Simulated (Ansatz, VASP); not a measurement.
# One calculation of MgSi2N2, two programs

The input INCAR:

```
ALGO     = Normal         # electronic algorithm
EDIFF    = 1E-6           # SCF threshold, eV
EDIFFG   = -0.01          # ionic threshold
ENCUT    = 600            # plane-wave cutoff, eV
GGA      = PE             # functional
IBRION   = 2              # ionic algorithm
ISIF     = 3              # what is computed and relaxed
ISMEAR   = 0              # smearing method
LASPH    = T              # aspherical terms in the spheres
LCHARG   = F              # write CHGCAR
LREAL    = F              # projectors in reciprocal space
LWAVE    = F              # write WAVECAR
NELM     = 100            # most SCF steps
NSW      = 100            # ionic steps
PREC     = Accurate       # precision mode
SIGMA    = 0.1            # smearing width, eV
```

KPOINTS

```
k-points
0
Gamma
  14 14 14
```

The input POSCAR:

```
MgSi2N2
1.0
   -1.9180900228      1.9180900228      4.5069946868
    1.9180900228     -1.9180900228      4.5069946868
    1.9180900228      1.9180900228     -4.5069946868
Mg Si N
1 2 2
Direct
    0.0000000000      0.0000000000      0.0000000000
    0.7500000000      0.2500000000      0.5000000000
    0.2500000000      0.7500000000      0.5000000000
    0.2454427245      0.2454427245      0.0000000000
    0.7545572755      0.7545572755      0.0000000000
```

Input for Ansatz:

```yaml
crystal:
  lattice:
    - [-1.9180900228, 1.9180900228, 4.5069946868]
    - [1.9180900228, -1.9180900228, 4.5069946868]
    - [1.9180900228, 1.9180900228, -4.5069946868]
  atoms:
    - { symbol: Mg, position: [0.0, 0.0, 0.0] }
    - { symbol: Si, position: [0.75, 0.25, 0.5] }
    - { symbol: Si, position: [0.25, 0.75, 0.5] }
    - { symbol: "N", position: [0.2454427245, 0.2454427245, 0.0] }
    - { symbol: "N", position: [0.7545572755, 0.7545572755, 0.0] }
basis:
  ecutwfc: 420
kpoints:
  mp_grid: { grid: [14, 14, 14] }
hamiltonian:
  xc: pbe
scf:
  occupations: { method: gaussian, width: 0.1 }
output:
  forces: true
  stress: true
  eigenvalues: true
relax:
  adjacent_minimum: "off"
  f_tol: 0.01
  max_steps: 80
  cell: { stress_tol: 0.05 }
```

Change from the starting cell: species swapped into the EuCo2Si2 type (I4/mmm, No. 139).

Alike in both runs: task relaxation of cell and atoms; functional PBE; k mesh 14 × 14 × 14; occupations gaussian, width 0.1 eV; no spin polarisation.

|  | VASP | Ansatz |
| --- | --- | --- |
| version | VASP 6.6.1 | Ansatz 0.2.0 |
| potentials or method | VASP PAW PBE potentials, release 64 (Mg, Si, N), cutoff 600 eV | scalar-relativistic, plane waves, PAW |
| valence electrons in the cell | 20 | 28 |

Ansatz gave:

| Quantity | Value |
| --- | --- |
| gap on the k mesh at the Fermi level, each at its own relaxed structure (eV) | none |
| relaxed volume (Å³/atom) | 13.23 |
| relaxed length of the cell vector where the two differ most in proportion (Å) | 5.242 |

**Question.** Estimate VASP's values.

**Answer.** gap on the k mesh at the Fermi level, each at its own relaxed structure (eV): none; relaxed volume (Å³/atom): 13.19; relaxed length of the cell vector where the two differ most in proportion (Å): 5.230.

A gap of «none» marks a metal or a gap that the smearing closes. VASP's potentials hold 20 valence electrons a cell and Ansatz's 28, so a difference there can come from the potentials and not from the codes.
